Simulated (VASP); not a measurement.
Set up this calculation in VASP 6.6.1, as the native input.

```
Task                   : relaxation of shape and atoms at fixed volume
Functional             : r2SCAN
Potentials or basis    : VASP PAW PBE potentials, release 64 (Al)
Cutoff                 : 600 eV
k mesh                 : 18 × 18 × 10
Occupations            : gaussian, width 0.1 eV
Spin                   : no spin polarisation
Dipole correction      : no
Further INCAR settings : ALGO = Normal; EDIFF = 1e-06; IBRION = 2; EDIFFG = -0.01; NSW = 50; ISIF = 4
```

Al:

```xyz
2
Lattice="2.8359 0.0000 0.0000 -1.4179 2.4560 0.0000 0.0000 0.0000 4.7355" Properties=species:S:1:pos:R:3 pbc="T T T"
Al    1.4179    0.8187    3.5516
Al    0.0000    1.6373    1.1839
```

This isn't the form of Al at room conditions, which is fcc.

One way to write it, as run:

POSCAR

```
Al
1.0
    2.8358910486      0.0000000000      0.0000000000
   -1.4179455243      2.4559536904      0.0000000000
    0.0000000000      0.0000000000      4.7355101311
Al
2
Direct
    0.6666666667      0.3333333333      0.7500000000
    0.3333333333      0.6666666667      0.2500000000
```

INCAR.step1

```
ALGO = Normal ; EDIFF = 1E-4
ENCUT = 600 ; GGA = PE
ISMEAR = 0 ; LASPH = T
LCHARG = F ; LREAL = F
LWAVE = T ; NELM = 60
PREC = Accurate ; SIGMA = 0.1
```

INCAR.step2

```
ALGO = Normal ; EDIFF = 1E-6
EDIFFG = -0.01 ; ENCUT = 600
IBRION = 2 ; ISIF = 4
ISMEAR = 0 ; ISTART = 1
LASPH = T ; LCHARG = F
LMIXTAU = T ; LREAL = F
LWAVE = F ; METAGGA = R2SCAN
NELM = 60 ; NSW = 50
PREC = Accurate ; SIGMA = 0.1
```

KPOINTS

```
k-points
0
Gamma
  18 18 10
```

Potentials or basis: VASP PAW PBE potentials, release 64 (Al).

The run is started by

```console
$ cat potpaw_PBE.64/Al/POTCAR > POTCAR
$ cp INCAR.step1 INCAR
$ mpirun -np 1 vasp_std > vasp.out
$ cp INCAR.step2 INCAR
$ mpirun -np 1 vasp_std > vasp.out
```

It gave:

| Quantity | Value |
| --- | --- |
| Energy gained by relaxing | 0.0 meV/atom |
| Ionic steps | 2 |
| Pressure after relaxing | -2.8 GPa |
| Band gap on the k mesh | zero (bands 3 and 4 overlap by 7.47 eV) |

Caveat: the PAW data sets were made with another functional, which shifts forces and pressure a little.

Wall time 2.4 min on 1 thread of Intel(R) Xeon(R) Platinum 8375C CPU @ 2.90GHz (Ice Lake), on a shared host, peak memory 0.2 GiB.
